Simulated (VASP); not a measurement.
# InP (F-43m) in VASP: vibrations by perturbation theory with PBEsol

Aim: the vibrations by perturbation theory of InP with PBEsol.

All numbers are computed with VASP 6.6.1; they aren't measurements. Logs are shortened: lines on timing, memory, paths and dates and some standing lists are left out, and cuts for length are marked.

### 1 The cell of the first run

The structure is cubic, space group F-43m (No. 216). The conventional cell has a = 5.861 Å, b = 5.861 Å, c = 5.861 Å, α = 90.00°, β = 90.00°, γ = 90.00°. Within 3.3 Å of In (site symmetry -43m) lie 4 P at 2.54 Å. Within 3.3 Å of P (site symmetry -43m) lie 4 In at 2.54 Å.

### 2 Vibrations by perturbation theory, PBEsol

Contents of INCAR:

```
PREC = Accurate
ENCUT = 520
EDIFF = 1E-8
ISMEAR = -1
SIGMA = 0.05
LREAL = False
LASPH = True
NELM = 80
ALGO = Normal
ISIF = 2
LWAVE = False
LCHARG = False
GGA = PS
NBANDS = 16
IBRION = 8
NSW = 1
```

Contents of KPOINTS:

```
Automatic mesh
0
Gamma
  6 6 6
```

Contents of POSCAR:

```
InP
1.0
    0.0000000000      2.9305000000      2.9305000000
    2.9305000000      0.0000000000      2.9305000000
    2.9305000000      2.9305000000      0.0000000000
In P
1 1
Direct
    0.0000000000      0.0000000000      0.0000000000
    0.7500000000      0.7500000000      0.7500000000
```

Potentials or basis: VASP PAW PBE potentials, release 64 (In_d, P).

On the command line:

```bash
cat potpaw_PBE.64/In_d/POTCAR potpaw_PBE.64/P/POTCAR > POTCAR
mpirun -np 1 vasp_std > vasp.out
```

OUTCAR:

```text
PREC = Accurate
   ENCUT = 520
   EDIFF = 1E-8
   ISMEAR = -1
   LREAL = False
   LASPH = True
   NELM = 80
   ISIF = 2
   GGA = PS
   IBRION = 8
   NSW = 1

 ion  position               nearest neighbor table
   1  0.000  0.000  0.000-   2 2.54   2 2.54   2 2.54   2 2.54
   2  0.750  0.750  0.750-   1 2.54   1 2.54   1 2.54   1 2.54

  LATTYP: Found a face centered cubic cell.
 ALAT       =     5.8610000000

  Lattice vectors:

 A1 = (   0.0000000000,   2.9305000000,   2.9305000000)
 A2 = (   2.9305000000,   0.0000000000,   2.9305000000)
 A3 = (   2.9305000000,   2.9305000000,   0.0000000000)

Analysis of symmetry for initial positions (statically):
=====================================================================
 Subroutine PRICEL returns:
 Original cell was already a primitive cell.

 Routine SETGRP: Setting up the symmetry group for a
 face centered cubic supercell.

 Subroutine GETGRP returns: Found 24 space group operations
 (whereof 24 operations were pure point group operations)
 out of a pool of 48 trial point group operations.

The static configuration has the point symmetry T_d .

Analysis of symmetry for dynamics (positions and initial velocities):
=====================================================================
 Subroutine PRICEL returns:
 Original cell was already a primitive cell.

 Routine SETGRP: Setting up the symmetry group for a
 face centered cubic supercell.

 Subroutine GETGRP returns: Found 24 space group operations
 (whereof 24 operations were pure point group operations)
 out of a pool of 48 trial point group operations.

The dynamic configuration has the point symmetry T_d .

 Subroutine INISYM returns: Found 24 space group operations
 (whereof 24 operations are pure point group operations),
 and found     1 'primitive' translations

----------------------------------------------------------------------------------------

                                     Primitive cell

  volume of cell :      50.3333

  direct lattice vectors                    reciprocal lattice vectors
     0.000000000  2.930500000  2.930500000    -0.170619348  0.170619348  0.170619348
     2.930500000  0.000000000  2.930500000     0.170619348 -0.170619348  0.170619348
     2.930500000  2.930500000  0.000000000     0.170619348  0.170619348 -0.170619348

  length of vectors
     4.144352845  4.144352845  4.144352845     0.295521380  0.295521380  0.295521380

  position of ions in fractional coordinates (direct lattice)
     0.000000000  0.000000000  0.000000000
     0.750000000  0.750000000  0.750000000

  ion indices of the primitive-cell ions
   primitive index   ion index
                 1           1
                 2           2

----------------------------------------------------------------------------------------

 KPOINTS: Automatic mesh

Automatic generation of k-mesh.
 Grid dimensions read from file:
 generate k-points for:    6    6    6

 Generating k-lattice:

  Cartesian coordinates                     Fractional coordinates (reciprocal lattice)
    -0.028436558  0.028436558  0.028436558     0.166666667  0.000000000  0.000000000
     0.028436558 -0.028436558  0.028436558     0.000000000  0.166666667  0.000000000
     0.028436558  0.028436558 -0.028436558     0.000000000  0.000000000  0.166666667

  Length of vectors
     0.049253563  0.049253563  0.049253563

  Shift w.r.t. Gamma in fractional coordinates (k-lattice)
     0.000000000  0.000000000  0.000000000

 Subroutine IBZKPT returns following result:
 ===========================================

 Found     16 irreducible k-points:
[... 60 lines left out ...]
  Thomas-Fermi vector in A             =   2.298587
   LORBIT       =      0    0 simple, 1 ext, 2 COOP (PROOUT), +10 PAW based schemes
   GGA     = PS    functional components
   LHFCALC =     F    Hartree Fock is set to
   AEXX    =    0.0000 exact exchange contribution
   IVDW    =     0    specifies the selected vdW correction
   LEPSILON=     F    determine dielectric tensor
   LRPA    =     F    only Hartree local field effects (RPA)
 non-spin polarized calculation
  energy-cutoff  :      520.00
  volume of cell :       50.33
 maximum number of plane-waves:      1380
   NGX = 15   NGY = 15   NGZ = 15

--------------------------------------- Ionic step        1  -------------------------------------------

 number of electron      18.0000005 magnetization

 Free energy of the ion-electron system (eV)
  ---------------------------------------------------
  ext. energy  EPLUGINS =         0.00000000
  ---------------------------------------------------
  free energy    TOTEN  =        -9.14210520 eV

  energy without entropy =       -9.14207993  energy(sigma->0) =       -9.14209257

 E-fermi :   5.4329     XC(G=0):  -9.4765

 val. band max:        5.0990468764   @ k =   0.0000   0.0000   0.0000
 cond. band min:       5.7112029083   @ k =   0.0000   0.0000   0.0000
 fundamental gap:      0.6121560320
 Fermi energy:         5.4329320401

 k-point     1 :       0.0000    0.0000    0.0000
  band No.  band energies     occupation
      1      -9.0587      2.00000
      2      -9.0587      2.00000
      3      -9.0587      2.00000
      4      -8.9044      2.00000
      5      -8.9044      2.00000
      6      -6.4502      2.00000
[... 283 lines left out ...]
      5      -8.8822      2.00000
      6      -3.9723      2.00000
[... 8 lines left out ...]
     15      16.3352      0.00000
     16      17.0218      0.00000

------------------------ aborting loop because EDIFF is reached ----------------------------------------

  FORCE on cell =-STRESS in cart. coord.  units (eV):
  Direction    XX          YY          ZZ          XY          YZ          ZX
  --------------------------------------------------------------------------------------
  -------------------------------------------------------------------------------------
  Total        0.1848221      0.1848221      0.1848221      0.0000000      0.0000000     -0.0000000
  in kB        5.8831412      5.8831412      5.8831412      0.0000000      0.0000000     -0.0000000
  external PRESSURE =       5.8831412 kB  Pullay stress =       0.0000000 kB

 VOLUME and BASIS-vectors are now :
 -----------------------------------------------------------------------------
  energy-cutoff  :      520.00
  volume of cell :       50.33
      direct lattice vectors                 reciprocal lattice vectors
     0.000000000  2.930500000  2.930500000    -0.170619348  0.170619348  0.170619348
     2.930500000  0.000000000  2.930500000     0.170619348 -0.170619348  0.170619348
     2.930500000  2.930500000  0.000000000     0.170619348  0.170619348 -0.170619348

 POSITION                                       TOTAL-FORCE (eV/Angst)
 -----------------------------------------------------------------------------------
      0.00000      0.00000      0.00000        -0.000000      0.000000      0.000000
      4.39575      4.39575      4.39575         0.000000     -0.000000     -0.000000
 -----------------------------------------------------------------------------------
    total drift:                                0.000000      0.000000     -0.000000

  FREE ENERGIE OF THE ION-ELECTRON SYSTEM (eV)
  ---------------------------------------------------
  free  energy   TOTEN  =        -9.1421052026 eV

  energy  without entropy=       -9.1420799288  energy(sigma->0) =       -9.14209257

[... ionic steps 2 to 3 ...]

--------------------------------------- Ionic step        4  -------------------------------------------

------------------------ aborting loop because EDIFF is reached ----------------------------------------

[... ionic steps 5 to 6 ...]

--------------------------------------- Ionic step        7  -------------------------------------------

 Free energy of the ion-electron system (eV)
  ---------------------------------------------------
  ---------------------------------------------------
  free energy    TOTEN  =        -0.04892781 eV

  energy without entropy =       -0.04892781

------------------------ aborting loop because EDIFF is reached ----------------------------------------

 INTERNAL STRAIN TENSOR  FOR ION    2  DIRECTION 1   (eV/Angst):
 -----------------------------------------------------------------------------
    -0.02092  0.00000  0.00000
     0.00000  0.01221  7.89389
     0.00000  7.89389  0.01221

 INTERNAL STRAIN TENSOR FOR ION    2 for displacements in x,y,z  (eV/Angst):
          X           Y           Z          XY          YZ          ZX
  --------------------------------------------------------------------------------
  x     0.00000     0.00000     0.00000     0.00000     7.89389     0.00000
  y     0.00000     0.00000     0.00000     0.00000     0.00000     7.89389
  z     0.00000     0.00000     0.00000     7.89389     0.00000     0.00000

 SECOND DERIVATIVES (NOT SYMMETRIZED)
 ------------------------------------
               1X          1Y          1Z          2X          2Y          2Z
  1X    -8.047932    0.000000    0.000000    8.047932    0.000000    0.000000
  1Y     0.000000   -8.047932    0.000000    0.000000    8.047932    0.000000
  1Z     0.000000    0.000000   -8.047932    0.000000    0.000000    8.047932
  2X     8.015364    0.000000    0.000000   -8.015364    0.000000    0.000000
  2Y     0.000000    8.015364    0.000000    0.000000   -8.015364    0.000000
  2Z     0.000000    0.000000    8.015364    0.000000    0.000000   -8.015364

 Eigenvectors and eigenvalues of the dynamical matrix
 ----------------------------------------------------

   1 f  =    8.965248 THz    56.330311 2PiTHz  299.048467 cm-1    37.077268 meV
             X         Y         Z           dx          dy          dz
      0.000000  0.000000  0.000000    -0.461660    0.000000    0.000000
      4.395750  4.395750  4.395750     0.887057    0.000000    0.000000
[... 21 lines left out ...]
   6 f/i=    0.007444 THz     0.046770 2PiTHz    0.248293 cm-1     0.030784 meV
             X         Y         Z           dx          dy          dz
      0.000000  0.000000  0.000000    -0.887057    0.000000    0.000000
      4.395750  4.395750  4.395750    -0.461660    0.000000    0.000000

--------------------------------------------------------------------------------------------------------

 ELASTIC MODULI CONTR FROM IONIC RELAXATION (kBar)
 Direction    XX          YY          ZZ          XY          YZ          ZX
 --------------------------------------------------------------------------------
 XX          -0.0000     -0.0000     -0.0000     -0.0000     -0.0000     -0.0000
 YY          -0.0000     -0.0000     -0.0000     -0.0000     -0.0000     -0.0000
 ZZ          -0.0000     -0.0000     -0.0000     -0.0000     -0.0000     -0.0000
 XY          -0.0000     -0.0000     -0.0000   -243.2357      0.0000      0.0000
 YZ          -0.0000     -0.0000     -0.0000      0.0000   -243.2357      0.0000
 ZX          -0.0000     -0.0000     -0.0000      0.0000      0.0000   -243.2357
 --------------------------------------------------------------------------------
```

Run time: 1.9 min. Hardware: 1 thread of Intel Xeon Platinum 8259CL at 2.50GHz (Skylake/Cascade Lake), shared host; peak memory 0.26 GiB.

What came out:

```
Highest phonon frequency at Γ, LO-TO splitting left out : 299 cm⁻¹
```

Phonon frequencies in cm⁻¹ (negative: imaginary):
| q point | frequencies |
| --- | --- |
| (0.000, 0.000, 0.000) | 0 0 0 299 299 299 |

Caveat: the PAW data sets were made with another functional, which shifts forces and pressure a little; spin-orbit coupling is left out, which moves the levels of the heavy elements.
